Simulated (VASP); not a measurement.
# HC6 in VASP: single point with PBEsol

Aim: the single point of HC6 with PBEsol.

Everything below comes from runs of VASP 6.6.1. Logs are shortened: lines on timing, memory, paths and dates and some standing lists are left out, and cuts for length are marked.

## Step 1: The cell of the first run

The cell holds a slab with vacuum, 28 atoms: a = 2.513 Å, b = 3.554 Å, c = 29.321 Å, α = 90.00°, β = 90.00°, γ = 90.00°.

## Step 2: Single point, PBEsol

Contents of INCAR:

```
SYSTEM = HC6
PREC = Accurate
ENCUT = 520
EDIFF = 1E-6
ISMEAR = -1
SIGMA = 0.05
LREAL = Auto
LASPH = .TRUE.
NELM = 60
ALGO = Normal
ISIF = 2
LWAVE = .FALSE.
LCHARG = .FALSE.
GGA = PS
NBANDS = 70
```

Contents of KPOINTS:

```
Automatic mesh
0
G
  6 4 1
  0 0 0
```

Contents of POSCAR:

```
HC6
1.0
    1.7769010000     -1.7769010000      0.0000000000
    0.0000000000      0.0000000000      3.5538030000
  -20.7331130000    -20.7331130000      0.0000000000
C H
24 4
Direct
    0.9960720000      0.9996700000      0.6072180000
    0.9960770000      0.9994010000      0.4358140000
    0.9960570000      0.9939920000      0.2652380000
    0.9960720000      0.2550960000      0.7349290000
    0.9960700000      0.2496430000      0.5643650000
    0.9960340000      0.2493970000      0.3929580000
    0.9961000000      0.9989920000      0.6930010000
    0.9960880000      0.9995350000      0.5215140000
    0.9960510000      0.9994670000      0.3501170000
    0.9960750000      0.2495840000      0.6500580000
    0.9960320000      0.2495070000      0.4786650000
    0.9960270000      0.2500740000      0.3071720000
    0.4960710000      0.4945290000      0.7349260000
    0.4960610000      0.4996050000      0.5643630000
    0.4960370000      0.4993790000      0.3929640000
    0.4960960000      0.7505730000      0.6929990000
    0.4960750000      0.7495650000      0.5215130000
    0.4960470000      0.7491750000      0.3501210000
    0.4960720000      0.4998730000      0.6500560000
    0.4960380000      0.4994760000      0.4786660000
    0.4960240000      0.4984970000      0.3071780000
    0.4960740000      0.7496910000      0.6072140000
    0.4960620000      0.7494340000      0.4358160000
    0.4960580000      0.7545510000      0.2652540000
    0.9960590000      0.1648200000      0.2337860000
    0.9960850000      0.0841620000      0.7663710000
    0.4961150000      0.6654690000      0.7663680000
    0.4960280000      0.5834770000      0.2338260000
```

Potentials or basis: VASP PAW PBE potentials, release 64 (C, H).

Run with:

```
$ cat potpaw_PBE.64/C/POTCAR potpaw_PBE.64/H/POTCAR > POTCAR
$ mpirun -np 1 vasp_std > vasp.out
```

OUTCAR:

```text
SYSTEM = HC6
   PREC = Accurate
   ENCUT = 520
   EDIFF = 1E-6
   ISMEAR = -1
   LREAL = Auto
   LASPH = .TRUE.
   NELM = 60
   ISIF = 2
   GGA = PS

 ion  position               nearest neighbor table
   1  0.996  1.000  0.607-  10 1.54  22 1.54  22 1.54   5 1.54
   2  0.996  0.999  0.436-  23 1.54  23 1.54   6 1.54  11 1.54
   3  0.996  0.994  0.265-  25 1.10  24 1.52  24 1.52  12 1.53
   4  0.996  0.255  0.735-  26 1.10  13 1.52  13 1.52   7 1.53
   5  0.996  0.250  0.564-  14 1.54  14 1.54   1 1.54   8 1.54
   6  0.996  0.249  0.393-   9 1.54  15 1.54  15 1.54   2 1.54
[... 16 lines left out ...]
  23  0.496  0.749  0.436-  20 1.54   2 1.54   2 1.54  15 1.54
  24  0.496  0.755  0.265-  28 1.10   3 1.52   3 1.52  21 1.53
  25  0.996  0.165  0.234-   3 1.10
  26  0.996  0.084  0.766-   4 1.10
  27  0.496  0.665  0.766-  13 1.10
  28  0.496  0.583  0.234-  24 1.10

  LATTYP: Found a simple orthorhombic cell.
 ALAT       =     2.5129174932
 B/A-ratio  =     1.4142139603
 C/A-ratio  =    11.6681306387

  Lattice vectors:

 A1 = (   1.7769010000,  -1.7769010000,   0.0000000000)
 A2 = (   0.0000000000,   0.0000000000,   3.5538030000)
 A3 = ( -20.7331130000, -20.7331130000,   0.0000000000)

Analysis of symmetry for initial positions (statically):
=====================================================================
 Subroutine PRICEL returns:
 Original cell was already a primitive cell.

 Routine SETGRP: Setting up the symmetry group for a
 simple orthorhombic supercell.

 Subroutine GETGRP returns: Found  1 space group operations
 (whereof  1 operations were pure point group operations)
 out of a pool of  8 trial point group operations.

The static configuration has the point symmetry C_1 .

Analysis of symmetry for dynamics (positions and initial velocities):
=====================================================================
 Subroutine PRICEL returns:
 Original cell was already a primitive cell.

 Routine SETGRP: Setting up the symmetry group for a
 simple orthorhombic supercell.

 Subroutine GETGRP returns: Found  1 space group operations
 (whereof  1 operations were pure point group operations)
 out of a pool of  8 trial point group operations.

The dynamic configuration has the point symmetry C_1 .

 Subroutine INISYM returns: Found  1 space group operations
 (whereof  1 operations are pure point group operations),
 and found     1 'primitive' translations

----------------------------------------------------------------------------------------

                                     Primitive cell

  volume of cell :     261.8491

  direct lattice vectors                    reciprocal lattice vectors
     1.776901000 -1.776901000  0.000000000     0.281388777 -0.281388777  0.000000000
     0.000000000  0.000000000  3.553803000     0.000000000  0.000000000  0.281388698
   -20.733113000-20.733113000  0.000000000    -0.024116012 -0.024116012  0.000000000

  length of vectors
     2.512917493  3.553803000 29.321049595     0.397943825  0.281388698  0.034105191

  position of ions in fractional coordinates (direct lattice)
     0.996072000  0.999670000  0.607218000
     0.996077000  0.999401000  0.435814000
     0.996057000  0.993992000  0.265238000
     0.996072000  0.255096000  0.734929000
     0.996070000  0.249643000  0.564365000
     0.996034000  0.249397000  0.392958000
[... 20 lines left out ...]
     0.496115000  0.665469000  0.766368000
     0.496028000  0.583477000  0.233826000

  ion indices of the primitive-cell ions
   primitive index   ion index
                 1           1
                 2           2
                 3           3
                 4           4
                 5           5
                 6           6
[... 20 lines left out ...]
                27          27
                28          28

----------------------------------------------------------------------------------------

 KPOINTS: Automatic mesh

Automatic generation of k-mesh.
 Grid dimensions read from file:
 generate k-points for:    6    4    1

 Generating k-lattice:

  Cartesian coordinates                     Fractional coordinates (reciprocal lattice)
     0.046898130 -0.046898130  0.000000000     0.166666667  0.000000000  0.000000000
     0.000000000  0.000000000  0.070347175     0.000000000  0.250000000  0.000000000
    -0.024116012 -0.024116012  0.000000000     0.000000000  0.000000000  1.000000000

  Length of vectors
     0.066323971  0.070347175  0.034105191

  Shift w.r.t. Gamma in fractional coordinates (k-lattice)
     0.000000000  0.000000000  0.000000000

 Subroutine IBZKPT returns following result:
 ===========================================

 Found     14 irreducible k-points:

 Following reciprocal coordinates:
            Coordinates               Weight
  0.000000  0.000000  0.000000      1.000000
  0.166667  0.000000  0.000000      2.000000
  0.333333  0.000000  0.000000      2.000000
  0.500000  0.000000  0.000000      1.000000
  0.000000  0.250000  0.000000      2.000000
  0.166667  0.250000  0.000000      2.000000
  0.166667 -0.250000  0.000000      2.000000
  0.333333  0.250000  0.000000      2.000000
  0.333333 -0.250000  0.000000      2.000000
  0.500000  0.250000  0.000000      2.000000
  0.000000  0.500000  0.000000      1.000000
  0.166667  0.500000  0.000000      2.000000
  0.333333  0.500000  0.000000      2.000000
  0.500000  0.500000  0.000000      1.000000
   k-points           NKPTS =     14   k-points in BZ     NKDIM =     14   number of bands    NBANDS=     70
   number of dos      NEDOS =    301   number of ions     NIONS =     28
   total plane-waves  NPLWV = 125440
   dimension x,y,z NGX =    20 NGY =   28 NGZ =  224
   dimension x,y,z NGXF=    40 NGYF=   56 NGZF=  448
   ions per type =              24   4
   NGX,Y,Z   is equivalent  to a cutoff of  13.23, 13.10, 12.70 a.u.
   NGXF,Y,Z  is equivalent  to a cutoff of  26.46, 26.20, 25.40 a.u.
 SYSTEM =  HC6
   PREC   = accura    normal or accurate (medium, high low for compatibility)
   ISTART =      0    job   : 0-new  1-cont  2-samecut
   ICHARG =      2    charge: 1-file 2-atom 10-const
   ISPIN  =      1    spin polarized calculation?
   LNONCOLLINEAR =      F non collinear calculations
   LSORBIT =      F    spin-orbit coupling
   LASPH  =      T    aspherical Exc in radial PAW
   ENCUT  =  520.0 eV  38.22 Ry    6.18 a.u.   4.67  6.61 54.52*2*pi/ulx,y,z
   NELM   =     60;   NELMIN=  2; NELMDL= -5     # of ELM steps
   EDIFF  = 0.1E-05   stopping-criterion for ELM
   LREAL  =      T    real-space projection
   EDIFFG = 0.1E-04   stopping-criterion for IOM
   NSW    =      0    number of steps for IOM
   IBRION =     -1    ionic relax: 0-MD 1-quasi-New 2-CG
   NFREE  =      0    steps in history (QN), initial steepest desc. (CG)
   ISIF   =      2    stress and relaxation
   ISYM   =      2    0-nonsym 1-usesym 2-fastsym
   POTIM  = 0.5000    time-step for ionic-motion
   TEBEG  =    0.0;   TEEND  =   0.0 temperature during run
   PSTRESS=    0.0 pullay stress
   NELECT =     100.0000    total number of electrons
   NUPDOWN=      -1.0000    fix difference up-down
   EMIN   =  10.00;   EMAX   =-10.00  energy-range for DOS
   EFERMI =   0.00;   METHOD = LEGACY
   ISMEAR =    -1;   SIGMA  =   0.05  broadening in eV -4-tet -1-fermi 0-gaus
   EFERMI_NEDOS =   21; number of points for ismear=-14 and -15
   IALGO  =     38    algorithm
   IMIX   =      4    mixing-type and parameters
     AMIX     =   0.40;   BMIX     =  1.00
     AMIX_MAG =   1.60;   BMIX_MAG =  1.00
  volume/ion in A,a.u.               =       9.35        63.11
  Fermi-wavevector in a.u.,A,eV,Ry     =   1.187748  2.244519 19.194369  1.410746
  Thomas-Fermi vector in A             =   2.323893
   LORBIT       =      0    0 simple, 1 ext, 2 COOP (PROOUT), +10 PAW based schemes
   GGA     = PS    functional components
   LHFCALC =     F    Hartree Fock is set to
   AEXX    =    0.0000 exact exchange contribution
   IVDW    =     0    specifies the selected vdW correction
   LEPSILON=     F    determine dielectric tensor
   LRPA    =     F    only Hartree local field effects (RPA)
 non-spin polarized calculation
  energy-cutoff  :      520.00
  volume of cell :      261.85
 maximum number of plane-waves:      7109
 NGX is ok and might be reduce to    20
   NGX =  9   NGY = 13   NGZ =109

 number of electron     100.0000004 magnetization

 Free energy of the ion-electron system (eV)
  ---------------------------------------------------
  ext. energy  EPLUGINS =         0.00000000
  ---------------------------------------------------
  free energy    TOTEN  =      -244.89940926 eV

  energy without entropy =     -244.89940926  energy(sigma->0) =     -244.89940926

 E-fermi :   4.7935     XC(G=0):  -7.8972

 val. band max:        3.7861076500   @ k =   0.0000   0.0000   0.0000
 cond. band min:       5.8327872778   @ k =   0.0000   0.0000   0.0000
 fundamental gap:      2.0466796279
 Fermi energy:         4.7935138330

 k-point     1 :       0.0000    0.0000    0.0000
  band No.  band energies     occupation
      1     -17.6990      2.00000
      2     -17.3720      2.00000
      3     -16.8324      2.00000
      4     -16.0808      2.00000
      5     -15.1269      2.00000
      6     -13.9952      2.00000
[... 54 lines left out ...]
     61       9.6515      0.00000
     62       9.7246      0.00000

 k-point     2 :       0.1667    0.0000    0.0000
  band No.  band energies     occupation
      1     -17.1822      2.00000
      2     -16.8567      2.00000
      3     -16.3197      2.00000
      4     -15.5719      2.00000
      5     -14.6228      2.00000
      6     -13.4973      2.00000
[... 54 lines left out ...]
     61      10.1981      0.00000
     62      10.2945      0.00000

 k-point     3 :       0.3333    0.0000    0.0000
  band No.  band energies     occupation
      1     -15.6494      2.00000
      2     -15.3288      2.00000
      3     -14.8003      2.00000
      4     -14.0644      2.00000
      5     -13.1307      2.00000
      6     -12.0240      2.00000
[... 704 lines left out ...]
     61      11.9710      0.00000
     62      11.9715      0.00000

 k-point    14 :       0.5000    0.5000    0.0000
  band No.  band energies     occupation
      1     -11.8181      2.00000
      2     -11.8175      2.00000
      3     -11.5344      2.00000
      4     -11.5340      2.00000
      5     -11.0698      2.00000
      6     -11.0693      2.00000
[... 54 lines left out ...]
     61      12.4384      0.00000
     62      12.4389      0.00000
 [bands above 62 left out]

------------------------ aborting loop because EDIFF is reached ----------------------------------------

  FORCE on cell =-STRESS in cart. coord.  units (eV):
  Direction    XX          YY          ZZ          XY          YZ          ZX
  --------------------------------------------------------------------------------------
  -------------------------------------------------------------------------------------
  Total        2.1187996      2.1172136      5.2996767     -1.2268865      0.0459891      0.0387062
  in kB       12.9643089     12.9546044     32.4271567     -7.5069560      0.2813936      0.2368316
  external PRESSURE =      19.4486900 kB  Pullay stress =       0.0000000 kB

 VOLUME and BASIS-vectors are now :
 -----------------------------------------------------------------------------
  energy-cutoff  :      520.00
  volume of cell :      261.85
      direct lattice vectors                 reciprocal lattice vectors
     1.776901000 -1.776901000  0.000000000     0.281388777 -0.281388777  0.000000000
     0.000000000  0.000000000  3.553803000     0.000000000  0.000000000  0.281388698
   -20.733113000-20.733113000  0.000000000    -0.024116012 -0.024116012  0.000000000

 POSITION                                       TOTAL-FORCE (eV/Angst)
 -----------------------------------------------------------------------------------
    -10.81960    -14.35944      3.55263        -0.000587      0.001847      0.002113
     -7.26585    -10.80571      3.55167        -0.002159     -0.001461      0.002231
     -3.72931     -7.26910      3.53245         0.001267      0.006116      0.013479
    -13.46744    -17.00729      0.90656        -0.008154     -0.008869     -0.018264
     -9.93113    -13.47096      0.88718         0.005462      0.004273     -0.003307
     -6.37739     -9.91710      0.88631        -0.006688     -0.006153     -0.002090
[... 20 lines left out ...]
    -15.00765    -16.77074      2.36495        -0.022582     -0.020973      0.018635
     -3.96655     -5.72933      2.07356         0.022962      0.023444     -0.018068
 -----------------------------------------------------------------------------------
    total drift:                                0.027477     -0.001254     -0.001843

  FREE ENERGIE OF THE ION-ELECTRON SYSTEM (eV)
  ---------------------------------------------------
  free  energy   TOTEN  =      -244.8994092595 eV

  energy  without entropy=     -244.8994092592  energy(sigma->0) =     -244.89940926
```

It took 9.7 min on 1 thread of AMD EPYC 7R13 (Zen 3), shared host; peak memory 0.39 GiB.

What came out:

* Free energy: -244.8994 eV
* Largest force: 0.037 eV/Å
* Band gap on the k mesh: 2.05 eV

Forces on the atoms (eV/Å):
```
C   -0.001  0.002  0.002
C   -0.002 -0.001  0.002
C    0.001  0.006  0.013
C   -0.008 -0.009 -0.018
C    0.005  0.004 -0.003
C   -0.007 -0.006 -0.002
C    0.005  0.003 -0.002
C   -0.004  0.000  0.001
C    0.005  0.006  0.001
C   -0.003 -0.007 -0.003
C    0.005  0.001  0.001
C    0.000  0.000  0.004
C   -0.011 -0.012  0.015
C    0.004  0.000  0.001
C   -0.003  0.000  0.002
C    0.007  0.005  0.000
C   -0.002 -0.001  0.002
C    0.008  0.007  0.001
C   -0.004 -0.008  0.001
C    0.004  0.002  0.000
C   -0.004 -0.002  0.000
C   -0.003 -0.001 -0.001
C    0.000 -0.003 -0.002
C    0.009  0.012 -0.016
H    0.019  0.020  0.019
H   -0.023 -0.021 -0.018
H   -0.023 -0.021  0.019
H    0.023  0.023 -0.018
```

Caveat: the k points lie up to 0.44 Å⁻¹ apart; there is no dipole correction, which matters where the two faces differ; the PAW data sets were made with another functional, which shifts forces and pressure a little.
